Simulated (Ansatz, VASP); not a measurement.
One calculation of Mg3Te2, two programs

```
Mg Te
1.0
     4.45390    0.00000    0.00000
    -2.22695    3.85719    0.00000
     0.00000    0.00000    6.92954
Mg Te
3 2
Direct
  0.00000 0.00000 0.00000
  0.33333 0.66667 0.64500
  0.66667 0.33333 0.35500
  0.33333 0.66667 0.24500
  0.66667 0.33333 0.75500
```

Alike in both runs: task single point; functional PBE; k mesh 6 × 6 × 4; occupations gaussian, width 0.1 eV; no spin polarisation.

|  | VASP | Ansatz |
| --- | --- | --- |
| version | VASP 6.6.1 | Ansatz 0.2.0 |
| potentials or method | VASP PAW PBE potentials, release 64 (Mg, Te), cutoff 520 eV | scalar-relativistic, plane waves, PAW |
| valence electrons in the cell | 18 | 62 |

```tsv
	VASP	Ansatz	Ansatz less VASP
gap on the k mesh at the Fermi level (eV)	none	none	-
pressure (GPa)	11.1	11.1	+0.01
traceless stress, the component that is largest in VASP (GPa)	-1.96	-1.95	+0.010
rms of the force components (eV/Å)	0.387	0.381	-0.0053
```

Atom by atom the forces differ by 0.005 eV/Å (rms over components). A gap of «none» marks a metal or a gap that the smearing closes. VASP's potentials hold 18 valence electrons a cell and Ansatz's 62, so a difference there can come from the potentials and not from the codes.

Neither program's run includes spin-orbit coupling.
